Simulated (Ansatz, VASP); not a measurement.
# Ir: VASP beside Ansatz

INCAR

```
PREC = Accurate
ENCUT = 560
EDIFF = 1E-6
ISMEAR = 0
SIGMA = 1.0
LREAL = F
LASPH = T
NELM = 120
ALGO = Normal
ISIF = 2
LWAVE = F
LCHARG = F
GGA = CA
NBANDS = 14
GGA_COMPAT = F
```

KPOINTS

```
regular mesh
0
Gamma
  14 14 14
```

Contents of POSCAR:

```
Ir
1.0
    0.0000000000      1.9060927672      1.9060927672
    1.9060927672      0.0000000000      1.9060927672
    1.9060927672      1.9060927672      0.0000000000
Ir
1
Direct
    0.0000000000      0.0000000000      0.0000000000
```

Input for Ansatz:

```yaml
crystal:
  lattice:
    - [0.0, 1.9060927672, 1.9060927672]
    - [1.9060927672, 0.0, 1.9060927672]
    - [1.9060927672, 1.9060927672, 0.0]
  atoms:
    - { symbol: Ir, position: [0.0, 0.0, 0.0] }
hamiltonian:
  xc: lda
  pseudopotentials:
    kind: paw
    azcp:
      Ir: "pseudopotentials/Ir.paw.azcp"
basis:
  ecutwfc: 420
  fft_grid_basis: typed
kpoints:
  mp_grid: { grid: [14, 14, 14], shift: [0, 0, 0] }
magnetization:
  spin_polarized: false
scf:
  occupations: { method: gaussian, width: 1.0 }
  lower_state_search: "off"
output:
  stress: true
```

Alike in both runs: task single point; functional LDA; k mesh 14 × 14 × 14; occupations gaussian, width 1 eV; no spin polarisation.

|  | VASP | Ansatz |
| --- | --- | --- |
| version | VASP 6.6.1 | Ansatz 0.2.0 |
| potentials or method | VASP PAW LDA potentials, release 64 (Ir_sv_GW), cutoff 560 eV | plane waves (420 eV) with PAW, scalar-relativistic |
| valence electrons in the cell | 17 | 17 |

|  | VASP | Ansatz | Ansatz less VASP |
| --- | --- | --- | --- |
| pressure (GPa) | 4.1 | 4.5 | +0.35 |

Ansatz warns that its potentials were made for another functional, while VASP's fit it. LDA's correlation is that of Perdew and Zunger in VASP and of Perdew and Wang (1992) in Ansatz.

Neither program's run includes spin-orbit coupling.
